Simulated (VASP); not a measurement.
# Rh (Fm-3m) in VASP: notebook, part 2 of 2

VASP 6.6.1.

## Step 4: Electric field gradients, LDA

This run uses another cell than the first one, of 13.78 Å³/atom, 1.063 times its volume.

INCAR

```
SYSTEM = Rh
PREC     = Accurate       ! precision mode
ENCUT    = 520            ! plane-wave cutoff, eV
EDIFF    = 1E-8           ! SCF threshold, eV
ISMEAR   = -1             ! smearing method
SIGMA    = 0.05           ! smearing width, eV
LREAL    = .False.        ! projectors in reciprocal space
LASPH    = .True.         ! aspherical terms in the spheres
NELM     = 60             ! most SCF steps
ALGO     = Normal         ! electronic algorithm
ISIF     = 2              ! what is computed and relaxed
LWAVE    = .False.        ! write WAVECAR
LCHARG   = .False.        ! write CHGCAR
LEFG     = .True.       
NBANDS   = 14             ! bands
```

KPOINTS

```
regular mesh
0
Gamma
  18 18 18
  0 0 0
```

POSCAR

```
Rh
1.0
    0.0000000000      1.9029860865      1.9029860865
    1.9029860865      0.0000000000      1.9029860865
    1.9029860865      1.9029860865      0.0000000000
Rh
1
Direct
    0.0000000000      0.0000000000      0.0000000000
```

Potentials or basis: VASP PAW LDA potentials, release 64 (Rh_pv).

On the command line:

```console
cat potpaw_LDA.64/Rh_pv/POTCAR > POTCAR
mpirun -np 1 vasp_std > vasp.out
```

OUTCAR:

```text
SYSTEM = Rh
   PREC = Accurate
   ENCUT = 520
   EDIFF = 1E-8
   ISMEAR = -1
   LREAL = .False.
   LASPH = .True.
   NELM = 60
   ISIF = 2

 ion  position               nearest neighbor table
   1  0.000  0.000  0.000-

  LATTYP: Found a face centered cubic cell.
 ALAT       =     3.8059721730

  Lattice vectors:

 A1 = (   0.0000000000,   1.9029860865,   1.9029860865)
 A2 = (   1.9029860865,   0.0000000000,   1.9029860865)
 A3 = (   1.9029860865,   1.9029860865,   0.0000000000)

Analysis of symmetry for initial positions (statically):
=====================================================================
 Subroutine PRICEL returns:
 Original cell was already a primitive cell.

 Routine SETGRP: Setting up the symmetry group for a
 face centered cubic supercell.

 Subroutine GETGRP returns: Found 48 space group operations
 (whereof 48 operations were pure point group operations)
 out of a pool of 48 trial point group operations.

The static configuration has the point symmetry O_h .

Analysis of symmetry for dynamics (positions and initial velocities):
=====================================================================
 Subroutine PRICEL returns:
 Original cell was already a primitive cell.

 Routine SETGRP: Setting up the symmetry group for a
 face centered cubic supercell.

 Subroutine GETGRP returns: Found 48 space group operations
 (whereof 48 operations were pure point group operations)
 out of a pool of 48 trial point group operations.

The dynamic configuration has the point symmetry O_h .

 Subroutine INISYM returns: Found 48 space group operations
 (whereof 48 operations are pure point group operations),
 and found     1 'primitive' translations

[... 157 lines left out ...]
     10      27.6161      0.00000
     11      32.0058      0.00000
     12      33.0059      0.00000
     13      33.0059      0.00000
     14      33.0059      0.00000
[... 377 lines left out ...]
      1     -34.8607      2.00000
      2     -34.5764      2.00000
      3     -34.5442      2.00000
      4       5.4854      2.00000
      5       8.2192      2.00000
      6       8.9608      2.00000
      7       9.0125      2.00000
      8      10.4792      2.00000
      9      11.1623      1.99992
     10      27.0683      0.00000
     11      29.3297      0.00000
     12      32.0057      0.00000
     13      34.4491      0.00000
     14      36.2877      0.00000

 [... further k-points ...]
[... 5 lines left out ...]
  --------------------------------------------------------------------------------------
  -------------------------------------------------------------------------------------
  Total       -0.9470416     -0.9470416     -0.9470416      0.0000000     -0.0000000      0.0000000
  in kB     -110.0887194   -110.0887194   -110.0887194      0.0000000     -0.0000000      0.0000000
  external PRESSURE =    -110.0887194 kB  Pullay stress =       0.0000000 kB

 VOLUME and BASIS-vectors are now :
 -----------------------------------------------------------------------------
  energy-cutoff  :      520.00
  volume of cell :       13.78
      direct lattice vectors                 reciprocal lattice vectors
     0.000000000  1.902986086  1.902986086    -0.262744958  0.262744958  0.262744958
     1.902986086  0.000000000  1.902986086     0.262744958 -0.262744958  0.262744958
     1.902986086  1.902986086  0.000000000     0.262744958  0.262744958 -0.262744958

 POSITION                                       TOTAL-FORCE (eV/Angst)
 -----------------------------------------------------------------------------------
      0.00000      0.00000      0.00000         0.000000      0.000000     -0.000000
 -----------------------------------------------------------------------------------
    total drift:                               -0.000000     -0.000000     -0.000000

  FREE ENERGIE OF THE ION-ELECTRON SYSTEM (eV)
  ---------------------------------------------------
  free  energy   TOTEN  =        -8.6707594685 eV

  energy  without entropy=       -8.6597875036  energy(sigma->0) =       -8.66527349

 Electric field gradients (V/A^2)
---------------------------------------------------------------------
 ion       V_xx      V_yy      V_zz      V_xy      V_xz      V_yz
---------------------------------------------------------------------
   1       0.000     0.000     0.000     0.001     0.001     0.001
---------------------------------------------------------------------

 Electric field gradients after diagonalization (V/A^2)
 (convention: |V_zz| > |V_xx| > |V_yy|)
----------------------------------------------------------------------
 ion       V_xx      V_yy      V_zz     asymmetry (V_yy - V_xx)/ V_zz
----------------------------------------------------------------------
   1      -0.001    -0.001     0.001       0.000
----------------------------------------------------------------------

           NMR quadrupolar parameters

 Cq : quadrupolar parameter    Cq=e*Q*V_zz/h
 eta: asymmetry parameters     (V_yy - V_xx)/ V_zz
 Q  : nuclear electric quadrupole moment in mb (millibarn)
----------------------------------------------------------------------
 ion       Cq(MHz)       eta       Q (mb)
----------------------------------------------------------------------
   1       0.000       0.000       1.000
----------------------------------------------------------------------
```

OSZICAR:

```text
N       E                     dE             d eps       ncg     rms          rms(c)
DAV:   1     0.121179334437E+03    0.12118E+03   -0.87252E+03  5496   0.115E+03
DAV:   2    -0.757957522035E+01   -0.12876E+03   -0.12284E+03  6168   0.344E+02
DAV:   3    -0.924379181788E+01   -0.16642E+01   -0.16608E+01  6486   0.427E+01
DAV:   4    -0.924999209077E+01   -0.62003E-02   -0.62001E-02  6372   0.270E+00
DAV:   5    -0.925004673486E+01   -0.54644E-04   -0.54641E-04  6288   0.224E-01    0.105E+01
DAV:   6    -0.869543911100E+01    0.55461E+00   -0.92841E-01  5760   0.133E+01    0.342E+00
DAV:   7    -0.867597865895E+01    0.19460E-01   -0.14417E-02  6180   0.144E+00    0.166E+00
DAV:   8    -0.867088914724E+01    0.50895E-02   -0.41513E-03  5928   0.896E-01    0.176E-01
DAV:   9    -0.867075347946E+01    0.13567E-03   -0.14153E-04  5784   0.166E-01    0.391E-02
DAV:  10    -0.867075952494E+01   -0.60455E-05   -0.27374E-06  6186   0.192E-02    0.254E-03
DAV:  11    -0.867075946748E+01    0.57465E-07   -0.18898E-07  6294   0.587E-03    0.379E-04
DAV:  12    -0.867075946850E+01   -0.10245E-08   -0.60441E-09  3606   0.112E-03
   1 F= -.86707595E+01 E0= -.86652735E+01  d E =-.109720E-01
```

It took 19 s on 1 thread of AMD EPYC 9R14 (Zen 4), shared host; peak memory 0.11 GiB.

Results:

* Free energy: -8.6708 eV
* Pressure: -11.0 GPa

Levels at points of the mesh, in eV from the Fermi level:
| k point | band 5 | band 6 | band 7 | band 8 | band 9 | band 10 |
| --- | --- | --- | --- | --- | --- | --- |
| (0.00, 0.00, 0.00) | -3.10 | -3.10 | -3.10 | -0.99 | -0.99 | 15.95 |
| (0.50, 0.00, 0.00) | -3.17 | -3.17 | 0.57 | 0.57 | 0.69 | 8.55 |
| (0.50, 0.50, 0.00) | -5.97 | 0.56 | 0.98 | 0.98 | 3.19 | 12.20 |

Caveat: without QUAD_EFG the Cq values of the log hold for a quadrupole moment of 1 mb, not for the nuclei.

## Step 5: Electric field gradients, LDA

This run uses another cell than the first one, of 13.78 Å³/atom, 1.063 times its volume.

Changes to INCAR since step 4:

```diff
@@ -8,3 +8,3 @@
 LASPH    = .True.         ! aspherical terms in the spheres
-NELM     = 60             ! most SCF steps
+NELM     = 100            ! most SCF steps
 ALGO     = Normal         ! electronic algorithm
@@ -13,2 +13,3 @@
 LCHARG   = .False.        ! write CHGCAR
+GGA      = CA             ! functional
 LEFG     = .True.
```

KPOINTS

```
Automatic mesh
0
Gamma
  18 18 18
  0 0 0
```

POSCAR is that of step 4.

Potentials or basis: VASP PAW LDA potentials, release 64 (Rh_pv).

On the command line:

```console
cat potpaw_LDA.64/Rh_pv/POTCAR > POTCAR
mpirun -np 1 vasp_std > vasp.out
```

OUTCAR:

```text
SYSTEM = Rh
   PREC = Accurate
   ENCUT = 520
   EDIFF = 1E-8
   ISMEAR = -1
   LREAL = .False.
   LASPH = .True.
   NELM = 100
   ISIF = 2
   GGA = CA

 ion  position               nearest neighbor table
   1  0.000  0.000  0.000-

  LATTYP: Found a face centered cubic cell.
 ALAT       =     3.8059721730

  Lattice vectors:

 A1 = (   0.0000000000,   1.9029860865,   1.9029860865)
 A2 = (   1.9029860865,   0.0000000000,   1.9029860865)
 A3 = (   1.9029860865,   1.9029860865,   0.0000000000)

Analysis of symmetry for initial positions (statically):
=====================================================================
 Subroutine PRICEL returns:
 Original cell was already a primitive cell.

 Routine SETGRP: Setting up the symmetry group for a
 face centered cubic supercell.

 Subroutine GETGRP returns: Found 48 space group operations
 (whereof 48 operations were pure point group operations)
 out of a pool of 48 trial point group operations.

The static configuration has the point symmetry O_h .

Analysis of symmetry for dynamics (positions and initial velocities):
=====================================================================
 Subroutine PRICEL returns:
 Original cell was already a primitive cell.

 Routine SETGRP: Setting up the symmetry group for a
 face centered cubic supercell.

 Subroutine GETGRP returns: Found 48 space group operations
 (whereof 48 operations were pure point group operations)
 out of a pool of 48 trial point group operations.

The dynamic configuration has the point symmetry O_h .

 Subroutine INISYM returns: Found 48 space group operations
 (whereof 48 operations are pure point group operations),
 and found     1 'primitive' translations

----------------------------------------------------------------------------------------

                                     Primitive cell

  volume of cell :      13.7828

  direct lattice vectors                    reciprocal lattice vectors
     0.000000000  1.902986086  1.902986086    -0.262744958  0.262744958  0.262744958
     1.902986086  0.000000000  1.902986086     0.262744958 -0.262744958  0.262744958
     1.902986086  1.902986086  0.000000000     0.262744958  0.262744958 -0.262744958

  length of vectors
     2.691228733  2.691228733  2.691228733     0.455087617  0.455087617  0.455087617

  position of ions in fractional coordinates (direct lattice)
     0.000000000  0.000000000  0.000000000

  ion indices of the primitive-cell ions
   primitive index   ion index
                 1           1

----------------------------------------------------------------------------------------

 KPOINTS: Automatic mesh

Automatic generation of k-mesh.
 Grid dimensions read from file:
 generate k-points for:   18   18   18

 Generating k-lattice:

  Cartesian coordinates                     Fractional coordinates (reciprocal lattice)
    -0.014596942  0.014596942  0.014596942     0.055555556  0.000000000  0.000000000
[... 65 lines left out ...]
   ISIF   =      2    stress and relaxation
   ISYM   =      2    0-nonsym 1-usesym 2-fastsym
   POTIM  = 0.5000    time-step for ionic-motion
   TEBEG  =    0.0;   TEEND  =   0.0 temperature during run
   PSTRESS=    0.0 pullay stress
   NELECT =      15.0000    total number of electrons
   NUPDOWN=      -1.0000    fix difference up-down
   EMIN   =  10.00;   EMAX   =-10.00  energy-range for DOS
   EFERMI =   0.00;   METHOD = LEGACY
   ISMEAR =    -1;   SIGMA  =   0.05  broadening in eV -4-tet -1-fermi 0-gaus
   EFERMI_NEDOS =   21; number of points for ismear=-14 and -15
   IALGO  =     38    algorithm
   IMIX   =      4    mixing-type and parameters
     AMIX     =   0.40;   BMIX     =  1.00
     AMIX_MAG =   1.60;   BMIX_MAG =  1.00
  volume/ion in A,a.u.               =      13.78        93.01
  Fermi-wavevector in a.u.,A,eV,Ry     =   1.683939  3.182183 38.581359  2.835650
  Thomas-Fermi vector in A             =   2.767050
   LORBIT       =      0    0 simple, 1 ext, 2 COOP (PROOUT), +10 PAW based schemes
   GGA     = CA    functional components
   LHFCALC =     F    Hartree Fock is set to
   AEXX    =    0.0000 exact exchange contribution
   IVDW    =     0    specifies the selected vdW correction
   LEPSILON=     F    determine dielectric tensor
   LRPA    =     F    only Hartree local field effects (RPA)
 non-spin polarized calculation
  energy-cutoff  :      520.00
  volume of cell :       13.78
 maximum number of plane-waves:       388
   NGX =  9   NGY =  9   NGZ =  9

 number of electron      15.0000007 magnetization

 Free energy of the ion-electron system (eV)
  ---------------------------------------------------
  ext. energy  EPLUGINS =         0.00000000
  ---------------------------------------------------
  free energy    TOTEN  =        -8.67075947 eV

  energy without entropy =       -8.65978750  energy(sigma->0) =       -8.66527349

 E-fermi :  11.6662     XC(G=0): -14.3367

 val. band max:       11.6623732421   @ k =   0.5000   0.2222   0.1111
 cond. band min:      11.6693193677   @ k =  -0.4444   0.3333   0.1667
 fundamental gap:      0.0069461256
 Fermi energy:        11.6661815611

 k-point     1 :       0.0000    0.0000    0.0000
  band No.  band energies     occupation
      1     -34.5035      2.00000
      2     -34.5035      2.00000
      3     -34.5035      2.00000
      4       3.6517      2.00000
      5       8.5616      2.00000
      6       8.5616      2.00000
      7       8.5616      2.00000
      8      10.6787      2.00000
      9      10.6787      2.00000
     10      27.6161      0.00000
     11      32.0058      0.00000
     12      33.0059      0.00000
     13      33.0059      0.00000
     14      33.0059      0.00000
[... 377 lines left out ...]
      1     -34.8607      2.00000
      2     -34.5764      2.00000
      3     -34.5442      2.00000
      4       5.4854      2.00000
      5       8.2192      2.00000
      6       8.9608      2.00000
      7       9.0125      2.00000
      8      10.4792      2.00000
      9      11.1623      1.99992
     10      27.0683      0.00000
     11      29.3297      0.00000
     12      32.0057      0.00000
     13      34.4491      0.00000
     14      36.2877      0.00000

 [... further k-points ...]
[... 5 lines left out ...]
  --------------------------------------------------------------------------------------
  -------------------------------------------------------------------------------------
  Total       -0.9470416     -0.9470416     -0.9470416      0.0000000     -0.0000000      0.0000000
  in kB     -110.0887194   -110.0887194   -110.0887194      0.0000000     -0.0000000      0.0000000
  external PRESSURE =    -110.0887194 kB  Pullay stress =       0.0000000 kB

 VOLUME and BASIS-vectors are now :
 -----------------------------------------------------------------------------
  energy-cutoff  :      520.00
  volume of cell :       13.78
      direct lattice vectors                 reciprocal lattice vectors
     0.000000000  1.902986086  1.902986086    -0.262744958  0.262744958  0.262744958
     1.902986086  0.000000000  1.902986086     0.262744958 -0.262744958  0.262744958
     1.902986086  1.902986086  0.000000000     0.262744958  0.262744958 -0.262744958

 POSITION                                       TOTAL-FORCE (eV/Angst)
 -----------------------------------------------------------------------------------
      0.00000      0.00000      0.00000         0.000000      0.000000     -0.000000
 -----------------------------------------------------------------------------------
    total drift:                               -0.000000     -0.000000     -0.000000

  FREE ENERGIE OF THE ION-ELECTRON SYSTEM (eV)
  ---------------------------------------------------
  free  energy   TOTEN  =        -8.6707594685 eV

  energy  without entropy=       -8.6597875036  energy(sigma->0) =       -8.66527349

 Electric field gradients (V/A^2)
---------------------------------------------------------------------
 ion       V_xx      V_yy      V_zz      V_xy      V_xz      V_yz
---------------------------------------------------------------------
   1       0.000     0.000     0.000     0.001     0.001     0.001
---------------------------------------------------------------------

 Electric field gradients after diagonalization (V/A^2)
 (convention: |V_zz| > |V_xx| > |V_yy|)
----------------------------------------------------------------------
 ion       V_xx      V_yy      V_zz     asymmetry (V_yy - V_xx)/ V_zz
----------------------------------------------------------------------
   1      -0.001    -0.001     0.001       0.000
----------------------------------------------------------------------

           NMR quadrupolar parameters

 Cq : quadrupolar parameter    Cq=e*Q*V_zz/h
 eta: asymmetry parameters     (V_yy - V_xx)/ V_zz
 Q  : nuclear electric quadrupole moment in mb (millibarn)
----------------------------------------------------------------------
 ion       Cq(MHz)       eta       Q (mb)
----------------------------------------------------------------------
   1       0.000       0.000       1.000
----------------------------------------------------------------------
```

It took 18 s on 1 thread of AMD EPYC 9R14 (Zen 4), shared host; peak memory 0.11 GiB.

What came out:

```
Free energy : -8.6708 eV
Pressure    : -11.0 GPa
```

Levels at points of the mesh, in eV from the Fermi level:
```csv
k point,band 3,band 4,band 5,band 6,band 7,band 8,band 9,band 10,band 11,band 12
"(0.00, 0.00, 0.00)",-46.17,-8.01,-3.10,-3.10,-3.10,-0.99,-0.99,15.95,20.34,21.34
"(0.50, 0.00, 0.00)",-46.27,-6.15,-3.17,-3.17,0.57,0.57,0.69,8.55,15.46,20.34
"(0.50, 0.50, 0.00)",-46.44,-6.32,-5.97,0.56,0.98,0.98,3.19,12.20,13.19,13.19
```

Caveat: without QUAD_EFG the Cq values of the log hold for a quadrupole moment of 1 mb, not for the nuclei.

## Step 6: Summary

```csv
cell,gap on the mesh (eV),pressure (GPa)
"a = 2.637 Å, angles 60.0°, 1 atom",none,7.7
"a = 2.673 Å, angles 60.0°, 1 atom",none,-5.5
"a = 2.691 Å, angles 60.0°, 1 atom",none,-11.0
```

Alike in all rows: task electric field gradients; level LDA; potentials or basis VASP PAW LDA potentials, release 64 (Rh_pv); no spin polarisation; k mesh 18 × 18 × 18; cutoff (eV) 520; smearing fermi-dirac 0.05 eV.

Total energies depend on the potentials used, so only differences within one code and one set of settings carry meaning.
